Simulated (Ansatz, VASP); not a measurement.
# BiAs in VASP and in Ansatz

The input INCAR:

```
PREC = Accurate
ENCUT = 520
EDIFF = 1E-6
ISMEAR = -1
SIGMA = 0.05
LREAL = F
LASPH = T
NELM = 60
ALGO = Normal
ISIF = 2
LWAVE = F
LCHARG = F
GGA = PE
NBANDS = 17
```

File KPOINTS:

```
Automatic mesh
0
Gamma
  13 13 13
```

The input POSCAR:

```
BiAs
1.0
    3.6192804749      0.0000000000      0.0000000000
    0.0000000000      3.6192804749      0.0000000000
    0.0000000000      0.0000000000      3.6192804749
As Bi
1 1
Direct
    0.0000000000      0.0000000000      0.0000000000
    0.5000000000      0.5000000000      0.5000000000
```

Input for Ansatz:

```yaml
crystal:
  lattice:
    - [3.6192804749, 0.0, 0.0]
    - [0.0, 3.6192804749, 0.0]
    - [0.0, 0.0, 3.6192804749]
  atoms:
    - { symbol: As, position: [0.0, 0.0, 0.0] }
    - { symbol: Bi, position: [0.5, 0.5, 0.5] }
kpoints:
  mp_grid: { grid: [13, 13, 13] }
scf:
  occupations: { method: fermi_dirac, width: 0.05 }
  mixing: { preconditioner: ldos }
hamiltonian:
  xc: pbe
  pseudopotentials: { kind: all_electron, lapw: { basis_error: 0.0005 } }
output:
  forces: true
  stress: true
  eigenvalues: true
```

Alike in both runs: task single point; functional PBE; k mesh 13 × 13 × 13; occupations fermi-dirac, width 0.05 eV; no spin polarisation.

|  | VASP | Ansatz |
| --- | --- | --- |
| version | VASP 6.6.1 | Ansatz 0.2.0 |
| potentials or method | VASP PAW PBE potentials, release 64 (As, Bi_d), cutoff 520 eV | all-electron LAPW, scalar-relativistic |

|  | VASP | Ansatz | Ansatz less VASP |
| --- | --- | --- | --- |
| gap on the k mesh at the Fermi level (eV) | none | none | - |
| pressure (GPa) | 4.6 | 4.6 | 0.00 |

A gap of «none» marks a metal or a gap that the smearing closes. Ansatz ran all-electron here, and VASP with PAW potentials.

Neither program's run includes spin-orbit coupling.
